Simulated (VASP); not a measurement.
KBr:

```
K Br
1.0
     0.00000    3.30225    3.30225
     3.30225    0.00000    3.30225
     3.30225    3.30225    0.00000
K Br
1 1
Cartesian
  0.0000 0.0000 0.0000
  3.3022 3.3022 3.3022
```

Base run:

```yaml
Program: VASP 6.6.1
Functional: r2SCAN
Potentials_or_basis: VASP PAW PBE potentials, release 64 (K_sv, Br)
Cutoff: 520 eV
k_mesh: 6 × 6 × 6
Occupations: gaussian, width 0.01 eV
Spin: no spin polarisation
```

Its results: band gap on the k mesh 5.07 eV, direct; pressure 0.0 GPa.

Problem. The run is repeated on the same cell with these changes: functional from r2SCAN to PBE; further incar settings from ALGO = Normal; EDIFF = 1e-06; NBANDS = 15 to ALGO = Normal; EDIFF = 1e-07; NBANDS = 15. What comes out?

Solution. Band gap on the k mesh 4.43 eV, direct; pressure 0.7 GPa.

Caveats: the PAW data sets were made with another functional, which shifts forces and pressure a little (some runs).

